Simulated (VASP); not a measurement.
# YSb (zincblende type) (F-43m) in VASP: notebook, part 3 of 3

VASP 6.6.1. Earlier steps stand in the parts before.

## Step 6: Single point, LDA (volume scaled by 0.45)

INCAR

```
  PREC = Accurate
  ENCUT = 520
  EDIFF = 1E-7
  ISMEAR = -1
  SIGMA = 0.1
  LREAL = F
  LASPH = T
  NELM = 100
  ALGO = Normal
  ISIF = 2
  LWAVE = F
  LCHARG = T
  LELF = T
  LVHAR = T
  NBANDS = 15
```

KPOINTS

```
regular mesh
0
Gamma
  12 12 12
```

POSCAR

```
YSb
1.0
    0.0000000000      2.6022456419      2.6022456419
    2.6022456419      0.0000000000      2.6022456419
    2.6022456419      2.6022456419      0.0000000000
Y Sb
1 1
Direct
    0.0000000000      0.0000000000      0.0000000000
    0.2500000000      0.2500000000      0.2500000000
```

Potentials or basis: VASP PAW LDA potentials, release 64 (Y_sv, Sb).

On the command line:

```sh
$ cat potpaw_LDA.64/Y_sv/POTCAR potpaw_LDA.64/Sb/POTCAR > POTCAR
$ mpirun -np 1 vasp_std > vasp.out
```

OUTCAR:

```text
PREC = Accurate
   ENCUT = 520
   EDIFF = 1E-7
   ISMEAR = -1
   LREAL = F
   LASPH = T
   NELM = 100
   ISIF = 2

 ion  position               nearest neighbor table
   1  0.000  0.000  0.000-   2 2.25   2 2.25   2 2.25   2 2.25
   2  0.250  0.250  0.250-   1 2.25   1 2.25   1 2.25   1 2.25

  LATTYP: Found a face centered cubic cell.
 ALAT       =     5.2044912838

  Lattice vectors:

 A1 = (   0.0000000000,   2.6022456419,   2.6022456419)
 A2 = (   2.6022456419,   0.0000000000,   2.6022456419)
 A3 = (   2.6022456419,   2.6022456419,   0.0000000000)

Analysis of symmetry for initial positions (statically):
=====================================================================
 Subroutine PRICEL returns:
 Original cell was already a primitive cell.

 Routine SETGRP: Setting up the symmetry group for a
 face centered cubic supercell.

 Subroutine GETGRP returns: Found 24 space group operations
 (whereof 24 operations were pure point group operations)
 out of a pool of 48 trial point group operations.

The static configuration has the point symmetry T_d .

Analysis of symmetry for dynamics (positions and initial velocities):
=====================================================================
 Subroutine PRICEL returns:
 Original cell was already a primitive cell.

 Routine SETGRP: Setting up the symmetry group for a
 face centered cubic supercell.

 Subroutine GETGRP returns: Found 24 space group operations
 (whereof 24 operations were pure point group operations)
 out of a pool of 48 trial point group operations.

The dynamic configuration has the point symmetry T_d .

 Subroutine INISYM returns: Found 24 space group operations
 (whereof 24 operations are pure point group operations),
 and found     1 'primitive' translations

----------------------------------------------------------------------------------------

                                     Primitive cell

  volume of cell :      35.2432

  direct lattice vectors                    reciprocal lattice vectors
     0.000000000  2.602245642  2.602245642    -0.192141738  0.192141738  0.192141738
     2.602245642  0.000000000  2.602245642     0.192141738 -0.192141738  0.192141738
     2.602245642  2.602245642  0.000000000     0.192141738  0.192141738 -0.192141738

  length of vectors
     3.680131079  3.680131079  3.680131079     0.332799252  0.332799252  0.332799252

  position of ions in fractional coordinates (direct lattice)
     0.000000000  0.000000000  0.000000000
     0.250000000  0.250000000  0.250000000

  ion indices of the primitive-cell ions
   primitive index   ion index
                 1           1
                 2           2

----------------------------------------------------------------------------------------

 KPOINTS: regular mesh

Automatic generation of k-mesh.
 Grid dimensions read from file:
 generate k-points for:   12   12   12

 Generating k-lattice:

  Cartesian coordinates                     Fractional coordinates (reciprocal lattice)
    -0.016011811  0.016011811  0.016011811     0.083333333  0.000000000  0.000000000
     0.016011811 -0.016011811  0.016011811     0.000000000  0.083333333  0.000000000
     0.016011811  0.016011811 -0.016011811     0.000000000  0.000000000  0.083333333

  Length of vectors
     0.027733271  0.027733271  0.027733271

  Shift w.r.t. Gamma in fractional coordinates (k-lattice)
     0.000000000  0.000000000  0.000000000

 Subroutine IBZKPT returns following result:
 ===========================================

 Found     72 irreducible k-points:

 Following reciprocal coordinates:
            Coordinates               Weight
  0.000000  0.000000  0.000000      1.000000
  0.083333  0.000000  0.000000      8.000000
  0.166667  0.000000  0.000000      8.000000
  0.250000  0.000000  0.000000      8.000000
  0.333333  0.000000  0.000000      8.000000
  0.416667  0.000000  0.000000      8.000000
[... 16 lines left out ...]
  0.500000  0.166667  0.000000     24.000000
 -0.416667  0.166667  0.000000     24.000000
 [... further k-points ...]
   k-points           NKPTS =     72   k-points in BZ     NKDIM =     72   number of bands    NBANDS=     15
   number of dos      NEDOS =    301   number of ions     NIONS =      2
   total plane-waves  NPLWV =  21952
   dimension x,y,z NGX =    28 NGY =   28 NGZ =   28
   dimension x,y,z NGXF=    56 NGYF=   56 NGZF=   56
   ions per type =               1   1
   NGX,Y,Z   is equivalent  to a cutoff of  12.65, 12.65, 12.65 a.u.
   NGXF,Y,Z  is equivalent  to a cutoff of  25.30, 25.30, 25.30 a.u.
 SYSTEM =  unknown system
   PREC   = accura    normal or accurate (medium, high low for compatibility)
   ISTART =      0    job   : 0-new  1-cont  2-samecut
   ICHARG =      2    charge: 1-file 2-atom 10-const
   ISPIN  =      1    spin polarized calculation?
   LNONCOLLINEAR =      F non collinear calculations
   LSORBIT =      F    spin-orbit coupling
   LASPH  =      T    aspherical Exc in radial PAW
   ENCUT  =  520.0 eV  38.22 Ry    6.18 a.u.   6.84  6.84  6.84*2*pi/ulx,y,z
   NELM   =    100;   NELMIN=  2; NELMDL= -5     # of ELM steps
   EDIFF  = 0.1E-06   stopping-criterion for ELM
   LREAL  =      F    real-space projection
   EDIFFG = 0.1E-05   stopping-criterion for IOM
   NSW    =      0    number of steps for IOM
   IBRION =     -1    ionic relax: 0-MD 1-quasi-New 2-CG
   NFREE  =      0    steps in history (QN), initial steepest desc. (CG)
   ISIF   =      2    stress and relaxation
   ISYM   =      2    0-nonsym 1-usesym 2-fastsym
   POTIM  = 0.5000    time-step for ionic-motion
   TEBEG  =    0.0;   TEEND  =   0.0 temperature during run
   PSTRESS=    0.0 pullay stress
   NELECT =      16.0000    total number of electrons
   NUPDOWN=      -1.0000    fix difference up-down
   EMIN   =  10.00;   EMAX   =-10.00  energy-range for DOS
   EFERMI =   0.00;   METHOD = LEGACY
   ISMEAR =    -1;   SIGMA  =   0.10  broadening in eV -4-tet -1-fermi 0-gaus
   EFERMI_NEDOS =   21; number of points for ismear=-14 and -15
   IALGO  =     38    algorithm
   IMIX   =      4    mixing-type and parameters
     AMIX     =   0.40;   BMIX     =  1.00
     AMIX_MAG =   1.60;   BMIX_MAG =  1.00
  volume/ion in A,a.u.               =      17.62       118.92
  Fermi-wavevector in a.u.,A,eV,Ry     =   1.258220  2.377691 21.539617  1.583117
  Thomas-Fermi vector in A             =   2.391840
   LORBIT       =      0    0 simple, 1 ext, 2 COOP (PROOUT), +10 PAW based schemes
   GGA     = CA    functional components
   LHFCALC =     F    Hartree Fock is set to
   AEXX    =    0.0000 exact exchange contribution
   IVDW    =     0    specifies the selected vdW correction
   LEPSILON=     F    determine dielectric tensor
   LRPA    =     F    only Hartree local field effects (RPA)
 non-spin polarized calculation
  energy-cutoff  :      520.00
  volume of cell :       35.24
 maximum number of plane-waves:       960
   NGX = 13   NGY = 13   NGZ = 13

 number of electron      16.0000000 magnetization

 Free energy of the ion-electron system (eV)
  ---------------------------------------------------
  ext. energy  EPLUGINS =         0.00000000
  ---------------------------------------------------
  free energy    TOTEN  =        -2.37464282 eV

  energy without entropy =       -2.35737397  energy(sigma->0) =       -2.36600840

 E-fermi :   9.9899     XC(G=0): -12.0364

 val. band max:        9.9697652945   @ k =   0.5000   0.4167   0.0833
 cond. band min:       9.9931988373   @ k =   0.3333   0.2500   0.0000
 fundamental gap:      0.0234335428
 Fermi energy:         9.9899049560

 k-point     1 :       0.0000    0.0000    0.0000
  band No.  band energies     occupation
      1     -31.7435      2.00000
      2     -11.9331      2.00000
      3     -11.9331      2.00000
      4     -11.9331      2.00000
      5      -1.5149      2.00000
      6       6.9264      2.00000
      7       6.9264      2.00000
      8       6.9265      2.00000
      9      12.2819      0.00000
     10      12.2819      0.00000
     11      14.9525      0.00000
     12      17.6575      0.00000
     13      17.6575      0.00000
     14      17.6575      0.00000
     15      21.7904      0.00000
[... 397 lines left out ...]
 k-point    24 :      -0.4167    0.1667    0.0000
  band No.  band energies     occupation
      1     -31.5533      2.00000
      2     -13.1987      2.00000
      3     -12.3330      2.00000
      4     -12.1742      2.00000
      5       1.2642      2.00000
      6       6.3103      2.00000
      7       7.2224      2.00000
      8       8.0281      2.00000
      9      12.4436      0.00000
     10      12.5310      0.00000
     11      13.9885      0.00000
     12      16.5368      0.00000
     13      17.2847      0.00000
     14      17.4023      0.00000
     15      22.7558      0.00000

 [... further k-points ...]
[... 5 lines left out ...]
  --------------------------------------------------------------------------------------
  -------------------------------------------------------------------------------------
  Total       31.9124428     31.9124428     31.9124428     -0.0000000     -0.0000000      0.0000000
  in kB     1450.7606448   1450.7606448   1450.7606448     -0.0000000     -0.0000000      0.0000000
  external PRESSURE =    1450.7606448 kB  Pullay stress =       0.0000000 kB

 VOLUME and BASIS-vectors are now :
 -----------------------------------------------------------------------------
  energy-cutoff  :      520.00
  volume of cell :       35.24
      direct lattice vectors                 reciprocal lattice vectors
     0.000000000  2.602245642  2.602245642    -0.192141738  0.192141738  0.192141738
     2.602245642  0.000000000  2.602245642     0.192141738 -0.192141738  0.192141738
     2.602245642  2.602245642  0.000000000     0.192141738  0.192141738 -0.192141738

 POSITION                                       TOTAL-FORCE (eV/Angst)
 -----------------------------------------------------------------------------------
      0.00000      0.00000      0.00000        -0.000000     -0.000000     -0.000000
      1.30112      1.30112      1.30112         0.000000      0.000000      0.000000
 -----------------------------------------------------------------------------------
    total drift:                               -0.000000     -0.000000     -0.000000

  FREE ENERGIE OF THE ION-ELECTRON SYSTEM (eV)
  ---------------------------------------------------
  free  energy   TOTEN  =        -2.3746428245 eV

  energy  without entropy=       -2.3573739703  energy(sigma->0) =       -2.36600840
```

It took 56 s on 1 thread of Intel Xeon 6975P-C, shared host; peak memory 0.19 GiB.

What came out:

```yaml
Free_energy: -2.3746 eV
Pressure: 145.1 GPa
Band_gap_on_the_k_mesh: zero (band 8 reaches 10.60 eV, above the bottom of band 9 at 9.43 eV)
```

Levels at points of the mesh, in eV from the Fermi level:
```tsv
k point	band 4	band 5	band 6	band 7	band 8	band 9	band 10	band 11	band 12	band 13
(0.00, 0.00, 0.00)	-21.92	-11.50	-3.06	-3.06	-3.06	2.29	2.29	4.96	7.67	7.67
(0.50, 0.00, 0.00)	-22.12	-9.13	-3.57	-2.41	-2.41	3.15	3.15	3.99	5.18	6.75
(0.50, 0.50, 0.00)	-22.40	-8.02	-5.74	-0.53	0.61	0.61	3.19	4.13	4.13	5.10
```

Caveat: spin-orbit coupling is left out, which moves the levels of the heavy elements.
